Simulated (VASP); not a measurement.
Runs of VASP 6.6.1 on RbVS3. The structure is that of space group Pm-3m (No. 221), or close to it. The cells are those of the table. 

```tsv
task	spin	cell	k mesh	cutoff (eV)	gap on the mesh (eV)	pressure (GPa)	moment (μB)	relaxed volume (Å³/atom)
single point	collinear, ferromagnetic start	a = 4.709 Å, 5 atoms	4 × 4 × 4	520	none	0.3	0.00	-
single point	collinear, ferromagnetic start	a = 4.895 Å, 5 atoms	4 × 4 × 4	520	none	-6.1	0.00	-
relaxation of cell and atoms	off	relaxed from a = 4.709 Å, 5 atoms	8 × 8 × 8	600	none	0.0	-	21.06
relaxation of cell and atoms	collinear, ferromagnetic start	relaxed from a = 4.895 Å, 5 atoms	4 × 4 × 4	600	none	0.0	0.00	(a)
single point	off	a = 4.721 Å, 5 atoms	8 × 8 × 8	520	none	0.0	-	-
```

Alike in all rows: level PBE; potentials or basis VASP PAW PBE potentials, release 64 (Rb_sv, V_sv, S); smearing gaussian 0.1 eV.

Problem. Estimate the missing entries.

Solution. (a) 20.98.

A k mesh can miss the band edges, and the runs leave out spin-orbit coupling on Rb.

A gap of «none» marks levels without a gap at the run's occupations.
